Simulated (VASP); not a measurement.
# O (C2/m) in VASP: a series of runs

The runs below take O through single point, with LDA, PBEsol.

All numbers are computed with VASP 6.6.1; they aren't measurements. Logs are shortened: lines on timing, memory, paths and dates and some standing lists are left out, and cuts for length are marked.

## Step 1: The cell of the first run

Symmetry: C2/m, No. 12, monoclinic system. Conventional cell: a = 5.703 Å, b = 3.325 Å, c = 4.363 Å, α = 90.00°, β = 123.29°, γ = 90.00°. Within 1.6 Å of O (site symmetry m) lie 1 O at 1.22 Å.

## Step 2: Single point, LDA

INCAR

```
SYSTEM = O
PREC = Accurate ; ENCUT = 520
EDIFF = 1E-6 ; ISMEAR = 0
SIGMA = 0.02 ; LREAL = .False.
LASPH = .True. ; NELM = 60
ALGO = Normal ; ISIF = 2
LWAVE = .False. ; LCHARG = .True.
GGA = CA ; LELF = .True.
LVHAR = .True. ; NBANDS = 13
```

KPOINTS

```
Automatic mesh
0
Gamma
  10 10 7
  0 0 0
```

POSCAR

```
O
1.0
    2.8514028533     -1.6624159400      0.0000000000
    2.8514028533      1.6624159400      0.0000000000
   -2.3944914034      0.0000000000      3.6470501824
O
2
Direct
    0.9745461700      0.9745461700      0.8444259800
    0.0254538300      0.0254538300      0.1555740200
```

Potentials or basis: VASP PAW LDA potentials, release 64 (O).

On the command line:

```bash
$ cat potpaw_LDA.64/O/POTCAR > POTCAR
$ mpirun -np 1 vasp_std > vasp.out
```

OUTCAR:

```text
SYSTEM = O
   PREC = Accurate
   ENCUT = 520
   EDIFF = 1E-6
   ISMEAR = 0
   LREAL = .False.
   LASPH = .True.
   NELM = 60
   ISIF = 2
   GGA = CA

 ion  position               nearest neighbor table
   1  0.975  0.975  0.844-   2 1.22
   2  0.025  0.025  0.156-   1 1.22

  LATTYP: Found a base centered monoclinic cell.
 ALAT       =     5.7028057066
 B/A-ratio  =     0.5830168607
 C/A-ratio  =     0.7650377976
 COS(beta)  =    -0.5488350190

  Lattice vectors:

 A1 = (   2.8514028533,  -1.6624159400,   0.0000000000)
 A2 = (   2.8514028533,   1.6624159400,   0.0000000000)
 A3 = (  -2.3944914034,   0.0000000000,   3.6470501824)

Analysis of symmetry for initial positions (statically):
=====================================================================
 Subroutine PRICEL returns:
 Original cell was already a primitive cell.

 Routine SETGRP: Setting up the symmetry group for a
 base centered monoclinic supercell.

 Subroutine GETGRP returns: Found  4 space group operations
 (whereof  4 operations were pure point group operations)
 out of a pool of  4 trial point group operations.

The static configuration has the point symmetry C_2h.

Analysis of symmetry for dynamics (positions and initial velocities):
=====================================================================
 Subroutine PRICEL returns:
 Original cell was already a primitive cell.

 Routine SETGRP: Setting up the symmetry group for a
 base centered monoclinic supercell.

 Subroutine GETGRP returns: Found  4 space group operations
 (whereof  4 operations were pure point group operations)
 out of a pool of  4 trial point group operations.

The dynamic configuration has the point symmetry C_2h.

 Subroutine INISYM returns: Found  4 space group operations
 (whereof  4 operations are pure point group operations),
 and found     1 'primitive' translations

----------------------------------------------------------------------------------------

                                     Primitive cell

  volume of cell :      34.5756

  direct lattice vectors                    reciprocal lattice vectors
     2.851402853 -1.662415940  0.000000000     0.175352283 -0.300767087  0.115128532
     2.851402853  1.662415940  0.000000000     0.175352283  0.300767087  0.115128532
    -2.394491403  0.000000000  3.647050182     0.000000000  0.000000000  0.274194198

  length of vectors
     3.300624939  3.300624939  4.362861918     0.366693118  0.366693118  0.274194198

  position of ions in fractional coordinates (direct lattice)
     0.974546170  0.974546170  0.844425980
     0.025453830  0.025453830  0.155574020

  ion indices of the primitive-cell ions
   primitive index   ion index
                 1           1
                 2           2

----------------------------------------------------------------------------------------

 KPOINTS: Automatic mesh

Automatic generation of k-mesh.
 Grid dimensions read from file:
 generate k-points for:   10   10    7

 Generating k-lattice:

  Cartesian coordinates                     Fractional coordinates (reciprocal lattice)
     0.017535228 -0.030076709  0.011512853     0.100000000  0.000000000  0.000000000
     0.017535228  0.030076709  0.011512853     0.000000000  0.100000000  0.000000000
     0.000000000  0.000000000  0.039170600     0.000000000  0.000000000  0.142857143

  Length of vectors
     0.036669312  0.036669312  0.039170600

  Shift w.r.t. Gamma in fractional coordinates (k-lattice)
     0.000000000  0.000000000  0.000000000

 Subroutine IBZKPT returns following result:
 ===========================================

 Found    196 irreducible k-points:

 Following reciprocal coordinates:
            Coordinates               Weight
  0.000000  0.000000  0.000000      1.000000
  0.100000 -0.000000  0.000000      4.000000
  0.200000 -0.000000  0.000000      4.000000
  0.300000  0.000000  0.000000      4.000000
  0.400000 -0.000000  0.000000      4.000000
  0.500000  0.000000  0.000000      2.000000
[... 16 lines left out ...]
  0.300000  0.300000 -0.000000      2.000000
  0.400000  0.300000  0.000000      4.000000
 [... further k-points ...]
   k-points           NKPTS =    196   k-points in BZ     NKDIM =    196   number of bands    NBANDS=     13
   number of dos      NEDOS =    301   number of ions     NIONS =      2
   total plane-waves  NPLWV =  25088
   dimension x,y,z NGX =    28 NGY =   28 NGZ =   32
   dimension x,y,z NGXF=    56 NGYF=   56 NGZF=   64
   ions per type =               2
   NGX,Y,Z   is equivalent  to a cutoff of  14.10, 14.10, 12.19 a.u.
   NGXF,Y,Z  is equivalent  to a cutoff of  28.21, 28.21, 24.39 a.u.
 SYSTEM =  O
   PREC   = accura    normal or accurate (medium, high low for compatibility)
   ISTART =      0    job   : 0-new  1-cont  2-samecut
   ICHARG =      2    charge: 1-file 2-atom 10-const
   ISPIN  =      1    spin polarized calculation?
   LNONCOLLINEAR =      F non collinear calculations
   LSORBIT =      F    spin-orbit coupling
   LASPH  =      T    aspherical Exc in radial PAW
   ENCUT  =  520.0 eV  38.22 Ry    6.18 a.u.   6.14  6.14  8.11*2*pi/ulx,y,z
   NELM   =     60;   NELMIN=  2; NELMDL= -5     # of ELM steps
   EDIFF  = 0.1E-05   stopping-criterion for ELM
   LREAL  =      F    real-space projection
   EDIFFG = 0.1E-04   stopping-criterion for IOM
   NSW    =      0    number of steps for IOM
   IBRION =     -1    ionic relax: 0-MD 1-quasi-New 2-CG
   NFREE  =      0    steps in history (QN), initial steepest desc. (CG)
   ISIF   =      2    stress and relaxation
   ISYM   =      2    0-nonsym 1-usesym 2-fastsym
   POTIM  = 0.5000    time-step for ionic-motion
   TEBEG  =    0.0;   TEEND  =   0.0 temperature during run
   PSTRESS=    0.0 pullay stress
   NELECT =      12.0000    total number of electrons
   NUPDOWN=      -1.0000    fix difference up-down
   EMIN   =  10.00;   EMAX   =-10.00  energy-range for DOS
   EFERMI =   0.00;   METHOD = LEGACY
   ISMEAR =     0;   SIGMA  =   0.02  broadening in eV -4-tet -1-fermi 0-gaus
   EFERMI_NEDOS =   21; number of points for ismear=-14 and -15
   IALGO  =     38    algorithm
   IMIX   =      4    mixing-type and parameters
     AMIX     =   0.40;   BMIX     =  1.00
     AMIX_MAG =   1.60;   BMIX_MAG =  1.00
  volume/ion in A,a.u.               =      17.29       116.66
  Fermi-wavevector in a.u.,A,eV,Ry     =   1.150479  2.174089 18.008688  1.323601
  Thomas-Fermi vector in A             =   2.287142
   LORBIT       =      0    0 simple, 1 ext, 2 COOP (PROOUT), +10 PAW based schemes
   GGA     = CA    functional components
   LHFCALC =     F    Hartree Fock is set to
   AEXX    =    0.0000 exact exchange contribution
   IVDW    =     0    specifies the selected vdW correction
   LEPSILON=     F    determine dielectric tensor
   LRPA    =     F    only Hartree local field effects (RPA)
 non-spin polarized calculation
 Gauss-broadening in eV      SIGMA  =   0.02
  energy-cutoff  :      520.00
  volume of cell :       34.58
 maximum number of plane-waves:       948
 NGX is ok and might be reduce to    28
   NGX = 13   NGY = 13   NGZ = 17

 number of electron      11.9999999 magnetization

 Free energy of the ion-electron system (eV)
  ---------------------------------------------------
  ext. energy  EPLUGINS =         0.00000000
  ---------------------------------------------------
  free energy    TOTEN  =        -9.97061306 eV

  energy without entropy =       -9.96976978  energy(sigma->0) =       -9.97019142

 E-fermi :  -2.1271     XC(G=0):  -8.1014

 val. band max:       -2.1273235073   @ k =  -0.3000   0.4000   0.2857
 cond. band min:      -2.1176588976   @ k =  -0.2000   0.3000   0.4286
 fundamental gap:      0.0096646098
 Fermi energy:        -2.1271341362

 k-point     1 :       0.0000    0.0000    0.0000
  band No.  band energies     occupation
      1     -28.4424      2.00000
      2     -15.4953      2.00000
      3      -9.9322      2.00000
      4      -8.4176      2.00000
      5      -8.3723      2.00000
      6      -2.2385      2.00000
      7      -1.9559      0.00000
      8       4.2377      0.00000
      9       8.1648      0.00000
     10      11.6781      0.00000
     11      12.9223      0.00000
     12      15.5768      0.00000
     13      16.5958      0.00000

 k-point     2 :       0.1000   -0.0000    0.0000
  band No.  band energies     occupation
      1     -28.4315      2.00000
      2     -15.4988      2.00000
      3      -9.9149      2.00000
      4      -8.4904      2.00000
      5      -8.3962      2.00000
      6      -2.2231      2.00000
      7      -1.9955      0.00000
      8       4.4499      0.00000
      9       8.1538      0.00000
     10      11.4151      0.00000
     11      13.3311      0.00000
     12      14.7409      0.00000
     13      16.2869      0.00000

 k-point     3 :       0.2000   -0.0000    0.0000
  band No.  band energies     occupation
      1     -28.4030      2.00000
      2     -15.5074      2.00000
      3      -9.8654      2.00000
      4      -8.7000      2.00000
      5      -8.4385      2.00000
      6      -2.2097      2.00000
      7      -2.0722      0.00010
      8       5.0412      0.00000
      9       8.1256      0.00000
     10      11.1471      0.00000
     11      12.7267      0.00000
     12      14.7015      0.00000
     13      15.2509      0.00000

 k-point     4 :       0.3000    0.0000    0.0000
  band No.  band energies     occupation
      1     -28.3677      2.00000
      2     -15.5177      2.00000
      3      -9.7855      2.00000
      4      -8.9729      2.00000
      5      -8.4873      2.00000
      6      -2.2935      2.00000
      7      -2.0652      0.00001
      8       5.8901      0.00000
      9       8.0945      0.00000
     10      10.8344      0.00000
     11      11.6034      0.00000
     12      14.0961      0.00000
     13      15.5891      0.00000

 k-point     5 :       0.4000   -0.0000    0.0000
  band No.  band energies     occupation
      1     -28.3390      2.00000
      2     -15.5254      2.00000
      3      -9.6721      2.00000
      4      -9.2378      2.00000
      5      -8.5261      2.00000
      6      -2.3924      2.00000
      7      -2.0254      0.00000
      8       6.8159      0.00000
      9       8.1165      0.00000
     10       9.6432      0.00000
     11      11.8382      0.00000
     12      13.2219      0.00000
     13      16.1325      0.00000
[... 257 lines left out ...]
 k-point    22 :      -0.2000    0.2000    0.0000
  band No.  band energies     occupation
      1     -28.3543      2.00000
      2     -15.4980      2.00000
      3      -9.7769      2.00000
      4      -8.8964      2.00000
      5      -8.6856      2.00000
      6      -2.3451      2.00000
      7      -2.1356      1.45292
      8       6.1398      0.00000
      9       8.0130      0.00000
     10      10.9542      0.00000
     11      12.4116      0.00000
     12      13.5597      0.00000
     13      14.3784      0.00000

 k-point    23 :       0.3000    0.3000   -0.0000
  band No.  band energies     occupation
      1     -28.3521      2.00000
      2     -15.6523      2.00000
      3      -9.7233      2.00000
      4      -8.8112      2.00000
      5      -8.6490      2.00000
      6      -2.1446      1.78349
      7      -1.8360      0.00000
      8       6.1416      0.00000
      9       8.0567      0.00000
     10       9.1009      0.00000
     11      11.7282      0.00000
     12      13.5158      0.00000
     13      15.4997      0.00000

 k-point    24 :       0.4000    0.3000    0.0000
  band No.  band energies     occupation
      1     -28.3307      2.00000
      2     -15.6715      2.00000
      3      -9.6328      2.00000
      4      -8.9579      2.00000
      5      -8.7181      2.00000
      6      -2.1457      1.81122
      7      -1.8556      0.00000
      8       6.7125      0.00000
      9       8.0856      0.00000
     10       9.1297      0.00000
     11      10.8306      0.00000
     12      13.0116      0.00000
     13      15.4663      0.00000

 [... further k-points ...]
[... 5 lines left out ...]
  --------------------------------------------------------------------------------------
  -------------------------------------------------------------------------------------
  Total       -0.5131445     -1.2838232     -1.0416541      0.0000000      0.0000000      0.1785720
  in kB      -23.7782690    -59.4902507    -48.2685354      0.0000000      0.0000000      8.2747327
  external PRESSURE =     -43.8456850 kB  Pullay stress =       0.0000000 kB

 VOLUME and BASIS-vectors are now :
 -----------------------------------------------------------------------------
  energy-cutoff  :      520.00
  volume of cell :       34.58
      direct lattice vectors                 reciprocal lattice vectors
     2.851402853 -1.662415940  0.000000000     0.175352283 -0.300767087  0.115128532
     2.851402853  1.662415940  0.000000000     0.175352283  0.300767087  0.115128532
    -2.394491403  0.000000000  3.647050182     0.000000000  0.000000000  0.274194198

 POSITION                                       TOTAL-FORCE (eV/Angst)
 -----------------------------------------------------------------------------------
      3.53568      0.00000      3.07966        -0.171708      0.000000     -0.038288
     -0.22736      0.00000      0.56739         0.171708      0.000000      0.038288
 -----------------------------------------------------------------------------------
    total drift:                                0.000000      0.000000      0.000000

  FREE ENERGIE OF THE ION-ELECTRON SYSTEM (eV)
  ---------------------------------------------------
  free  energy   TOTEN  =        -9.9706130601 eV

  energy  without entropy=       -9.9697697816  energy(sigma->0) =       -9.97019142
```

Wall time 59 s (1 thread of AMD EPYC 7R13 (Zen 3), shared host); peak memory 0.15 GiB.

Results:

```
Free energy            : -9.9706 eV
Pressure               : -4.4 GPa
Largest force          : 0.176 eV/Å
Band gap on the k mesh : zero (band 6 reaches -2.01 eV, above the bottom of band 7 at -2.29 eV)
```

Forces in eV/Å, atoms in the order of the input:
```
O   -0.172  0.000 -0.038
O    0.172  0.000  0.038
```

Caveat: the standard files for N, O and F lose accuracy on very short bonds; spin is off for a triplet molecule.

## Step 3: Single point, PBEsol

INCAR

```
PREC = Accurate ; ENCUT = 520
EDIFF = 1E-6 ; ISMEAR = 0
SIGMA = 0.02 ; LREAL = False
LASPH = True ; NELM = 60
ALGO = Normal ; ISIF = 2
LWAVE = False ; LCHARG = True
GGA = PS ; LELF = True
LVHAR = True ; NBANDS = 13
```

KPOINTS

```
regular mesh
0
Gamma
  10 10 7
```

POSCAR is that of step 2.

Potentials or basis: VASP PAW PBE potentials, release 64 (O).

On the command line:

```bash
$ cat potpaw_PBE.64/O/POTCAR > POTCAR
$ mpirun -np 1 vasp_std > vasp.out
```

Run time: 66 s. Hardware: 1 thread of AMD EPYC 7R13 (Zen 3), shared host; peak memory 0.17 GiB.

Results (log left out):

* Free energy: -9.4741 eV
* Pressure: -1.9 GPa
* Largest force: 0.441 eV/Å
* Band gap on the k mesh: zero (band 6 reaches -1.71 eV, above the bottom of band 7 at -1.99 eV)

Forces on the atoms (eV/Å):
```
O   -0.020  0.000 -0.440
O    0.020  0.000  0.440
```

Stress tensor (GPa, compression positive):
```
-0.35  0.00  0.03
 0.00 -4.28  0.00
 0.03  0.00 -1.17
```

Levels at points of the mesh, in eV from the Fermi level:
```tsv
k point	band 4	band 5	band 6	band 7	band 8	band 9
(0.00, 0.00, 0.00)	-6.32	-6.27	-0.11	0.16	6.65	10.40
(0.50, 0.00, 0.00)	-7.32	-6.44	-0.30	0.12	9.71	10.69
(0.50, 0.50, 0.00)	-7.10	-6.66	-0.03	0.35	9.70	10.55
```

Caveat: the standard files for N, O and F lose accuracy on very short bonds; spin is off for a triplet molecule; the PAW data sets were made with another functional, which shifts forces and pressure a little.

## Step 4: Single point, LDA

This run uses another cell than the first one, of 16.25 Å³/atom, 0.940 times its volume.

INCAR

```
PREC     = Accurate       # precision mode
ENCUT    = 520            # plane-wave cutoff, eV
EDIFF    = 1E-6           # SCF threshold, eV
ISMEAR   = -1             # smearing method
SIGMA    = 0.05           # smearing width, eV
LREAL    = False          # projectors in reciprocal space
LASPH    = True           # aspherical terms in the spheres
NELM     = 60             # most SCF steps
ALGO     = Normal         # electronic algorithm
ISIF     = 2              # what is computed and relaxed
LWAVE    = False          # write WAVECAR
LCHARG   = False          # write CHGCAR
NBANDS   = 13             # bands
```

KPOINTS is that of step 3.

POSCAR

```
O
1.0
    2.7931946254     -1.6284795617      0.0000000000
    2.7931946254      1.6284795617      0.0000000000
   -2.3456105162      0.0000000000      3.5725996965
O
2
Direct
    0.9745461700      0.9745461700      0.8444259800
    0.0254538300      0.0254538300      0.1555740200
```

Potentials or basis: VASP PAW LDA potentials, release 64 (O).

On the command line:

```bash
$ cat potpaw_LDA.64/O/POTCAR > POTCAR
$ mpirun -np 1 vasp_std > vasp.out
```

Run time: 36 s. Hardware: 1 thread of Intel Xeon Platinum 8488C (Sapphire Rapids), shared host; peak memory 0.17 GiB.

The run converged. Its results:

```yaml
Free_energy: -10.0225 eV
Pressure: -0.5 GPa
Largest_force: 2.041 eV/Å
Band_gap_on_the_k_mesh: zero (band 6 reaches -1.53 eV, above the bottom of band 7 at -1.85 eV)
```

Forces in eV/Å, atoms in the order of the input:
```
O    0.599  0.000 -1.951
O   -0.599  0.000  1.951
```

Stress tensor (GPa, compression positive):
```
-0.77  0.00 -3.23
 0.00 -6.34  0.00
-3.23  0.00  5.47
```

Levels at points of the mesh, in eV from the Fermi level:
| k point | band 3 | band 4 | band 5 | band 6 | band 7 | band 8 | band 9 | band 10 |
| --- | --- | --- | --- | --- | --- | --- | --- | --- |
| (0.00, 0.00, 0.00) | -8.15 | -6.66 | -6.62 | -0.11 | 0.22 | 6.45 | 11.10 | 13.98 |
| (0.50, 0.00, 0.00) | -7.93 | -7.53 | -6.80 | -0.32 | 0.15 | 9.67 | 11.00 | 11.18 |
| (0.50, 0.50, 0.00) | -7.82 | -7.26 | -7.05 | -0.04 | 0.43 | 10.20 | 10.21 | 11.19 |

Caveat: the standard files for N, O and F lose accuracy on very short bonds; spin is off for a triplet molecule; forces of over 1 eV/Å act on the atoms, so gaps and moduli don't describe the material at rest.

[end of part 1 of 2]
